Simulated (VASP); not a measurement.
A run of VASP 6.6.1 is set up as follows.

INCAR

```
SYSTEM = InRh
PREC = Accurate ; ENCUT = 520
EDIFF = 1E-6 ; ISMEAR = -1
SIGMA = 0.15 ; LREAL = .FALSE.
LASPH = .TRUE. ; NELM = 60
ALGO = Normal ; ISIF = 2
LWAVE = .FALSE. ; LCHARG = .FALSE.
GGA = CA ; NBANDS = 21
```

KPOINTS

```
Automatic mesh
0
G
  9 9 9
  0 0 0
```

The input POSCAR:

```
InRh
1.0
    3.1960000000      0.0000000000      0.0000000000
    0.0000000000      3.1960000000      0.0000000000
    0.0000000000      0.0000000000      3.1960000000
In Rh
1 1
Direct
    0.5000000000      0.5000000000      0.5000000000
    0.0000000000      0.0000000000      0.0000000000
```

Potentials or basis: VASP PAW LDA potentials, release 64 (In_d, Rh_pv).

The run is started by

```console
$ cat potpaw_LDA.64/In_d/POTCAR potpaw_LDA.64/Rh_pv/POTCAR > POTCAR
$ mpirun -np 1 vasp_std > vasp.out
```

Task: Estimate the pressure.

Result: -5.1 GPa.

Task: Estimate the band gap on the k mesh.

Result: Zero (band 14 reaches 12.38 eV, above the bottom of band 15 at 10.99 eV).

Caveat: spin-orbit coupling is left out, which moves the levels of the heavy elements.
